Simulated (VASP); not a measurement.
Input of a VASP 6.6.1 run:

The input INCAR:

```
PREC = Accurate
ENCUT = 520
EDIFF = 1E-6
ISMEAR = 1
SIGMA = 0.01
LREAL = False
LASPH = True
NELM = 60
ALGO = Normal
ISIF = 2
LWAVE = False
LCHARG = False
GGA = PE
NBANDS = 19
```

Contents of KPOINTS:

```
Automatic mesh
0
Gamma
  12 12 7
```

POSCAR

```
Ti
1.0
    2.9390756844      0.0000000000      0.0000000000
   -1.4695378422      2.5453142064      0.0000000000
    0.0000000000      0.0000000000      4.6559893251
Ti
2
Direct
    0.3333333333      0.6666666667      0.2500000000
    0.6666666667      0.3333333333      0.7500000000
```

Potentials or basis: VASP PAW PBE potentials, release 64 (Ti_sv).

Command:

```sh
$ cat potpaw_PBE.64/Ti_sv/POTCAR > POTCAR
$ mpirun -np 1 vasp_std > vasp.out
```

Problem. Estimate the band gap on the k mesh.

Solution. Zero (bands 12 and 13 overlap by 1.06 eV).

Problem. What does it give for the pressure?

Solution. -0.3 GPa.
